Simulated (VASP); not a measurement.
The system is Cu.

```
Cu
1.0
     1.43500    1.43500    1.43500
    -1.43500    1.43500    1.43500
    -1.43500   -1.43500    1.43500
Cu
1
Direct
  0.00000 0.00000 0.00000
```

| Quantity | Value |
| --- | --- |
| Program | VASP 6.6.1 |
| Task | relaxation of cell and atoms |
| Functional | PBEsol |
| Potentials or basis | VASP PAW PBE potentials, release 64 (Cu) |
| Cutoff | 600 eV |
| k mesh | 11 × 11 × 11 |
| Occupations | fermi-dirac, width 0.1 eV |
| Spin | no spin polarisation |

At the start: pressure -5.1 GPa; volume 11.82 Å³/atom.

Task: Where does the relaxation end?

Result: Over 3 steps the energy falls by 6.6 meV/atom and the volume is 11.42 Å³/atom (-3.4 %); space group Im-3m (No. 229, to 0.05 Å).

Step by step:
| step | energy change (eV) | largest force (eV/Å) | pressure (GPa) | volume (Å³) |
| --- | --- | --- | --- | --- |
| 1 | 0.0000 | 0.0000 | -5.09 | 11.82 |
| 2 | -0.0042 | 0.0000 | 3.44 | 11.19 |
| 3 | -0.0066 | 0.0000 | -0.01 | 11.42 |

Final structure:
```
Cu
1.0
     1.41857    1.41857    1.41857
    -1.41857    1.41857    1.41857
    -1.41857   -1.41857    1.41857
Cu
1
Direct
  0.00000 0.00000 0.00000
```

Caveat: the PAW data sets were made with another functional, which shifts forces and pressure a little.
